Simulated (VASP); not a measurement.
Here is a VASP 6.6.1 calculation.

INCAR

```
  ALGO = Normal
  EDIFF = 1E-6
  ENCUT = 520
  GGA = PE
  ISIF = 2
  ISMEAR = 0
  ISPIN = 2
  LASPH = T
  LCHARG = T
  LDAU = T
  LDAUJ = 0 0
  LDAUL = 3 -1
  LDAUPRINT = 1
  LDAUTYPE = 2
  LDAUU = 6 0
  LELF = T
  LMAXMIX = 6
  LORBIT = 11
  LREAL = F
  LVHAR = T
  LWAVE = F
  MAGMOM = 3 0
  NBANDS = 20
  NELM = 150
  PREC = Accurate
  SIGMA = 0.05
```

The input KPOINTS:

```
k-points
0
Gamma
  5 5 5
```

POSCAR

```
NdC
1.0
    3.0750518268      0.0000000000      0.0000000000
    0.0000000000      3.0750518268      0.0000000000
    0.0000000000      0.0000000000      3.0750518268
Nd C
1 1
Direct
    0.0000000000      0.0000000000      0.0000000000
    0.5000000000      0.5000000000      0.5000000000
```

Potentials or basis: VASP PAW PBE potentials, release 64 (Nd, C).

Run with:

```bash
$ cat potpaw_PBE.64/Nd/POTCAR potpaw_PBE.64/C/POTCAR > POTCAR
$ mpirun -np 1 vasp_std > vasp.out
```

Estimate the net moment.

-3.13 μB per cell.

Estimate the site moments.

Nd -2.87; C -0.02 μB.

Estimate the pressure.

20.2 GPa.

Eigenvalues of the final occupation matrices:
```csv
site,spin,trace,eigenvalues
site 1 f,1,0.06,0.01 0.01 0.01 0.01 0.01 0.01 0.02
site 1 f,2,3.00,0.01 0.01 0.01 0.03 0.98 0.98 0.98
```

Caveat: the k points lie up to 0.41 Å⁻¹ apart; the magnetic or orbital state may not be the lowest; spin-orbit coupling is left out, which moves the levels of the heavy elements. The state reached can hang on the start; a lower one may exist.
